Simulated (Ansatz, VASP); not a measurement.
One calculation of Bi2Te3, two programs

```
CELL_PARAMETERS angstrom
2.22186 1.28279 10.29944
-2.22186 1.28279 10.29944
0.00000 -2.56558 10.29944
ATOMIC_POSITIONS crystal
Bi 0.60000 0.60000 0.60000
Bi 0.40000 0.40000 0.40000
Te 0.79050 0.79050 0.79050
Te 0.20950 0.20950 0.20950
Te 0.00000 0.00000 0.00000
```

Alike in both runs: task single point; functional SVWN5; k mesh 7 × 7 × 7; occupations fermi-dirac, width 0.05 eV; no spin polarisation.

|  | VASP | Ansatz |
| --- | --- | --- |
| version | VASP 6.6.1 | Ansatz 0.2.0 |
| potentials or method | VASP PAW PBE potentials, release 64 (Bi_d, Te) | Ansatz PAW |
| plane-wave cutoff (eV) | 520 | 420 |
| valence electrons in the cell | 48 | 78 |

Ansatz gave:

```
gap on the k mesh at the Fermi level (eV)                     : 0.23
least direct gap on the mesh (eV)                             : 0.23
pressure (GPa)                                                : -3.5
traceless stress, the component that is largest in VASP (GPa) : -0.39
rms of the force components (eV/Å)                            : 0.162
```

Q: Estimate VASP's values.

A: gap on the k mesh at the Fermi level (eV): 0.22; least direct gap on the mesh (eV): 0.22; pressure (GPa): -3.5; traceless stress, the component that is largest in VASP (GPa): -0.38; rms of the force components (eV/Å): 0.153.

VASP's potentials were made for PBE, not for SVWN5. Atom by atom the forces differ by 0.008 eV/Å (rms over components). VASP's potentials hold 48 valence electrons a cell and Ansatz's 78, so a difference there can come from the potentials and not from the codes.

Spin-orbit coupling is off throughout. Noted on Ansatz's run: odd divisions of the mesh miss points on the zone boundary, where band edges often lie, so the gap on the mesh can be too wide.
